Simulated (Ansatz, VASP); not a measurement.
**Two plane-wave programs on Hf**

```
Hf
1.0
    -1.77100    1.77100    1.77100
     1.77100   -1.77100    1.77100
     1.77100    1.77100   -1.77100
Hf
1
Direct
  0.00000 0.00000 0.00000
```

Alike in both runs: functional r2SCAN; k mesh 12 × 12 × 12; occupations fermi-dirac, width 0.1 eV; no spin polarisation.

Ansatz relaxed the structure, and its values are those at the end. VASP's run is a single point on that final structure, the one shown.

|  | VASP | Ansatz |
| --- | --- | --- |
| version | VASP 6.6.1 | Ansatz 0.2.0 |
| potentials or method | VASP PAW PBE potentials, release 64 (Hf_pv), cutoff 520 eV | plane waves (500 eV) with PAW, scalar-relativistic |
| valence electrons in the cell | 10 | 26 |

```csv
,VASP,Ansatz,Ansatz less VASP
pressure (GPa),-0.4,0.0,+0.38
```

VASP's potentials were made for PBE, not for r2SCAN. VASP's potentials hold 10 valence electrons a cell and Ansatz's 26, so a difference there can come from the potentials and not from the codes.

Neither program's run includes spin-orbit coupling.
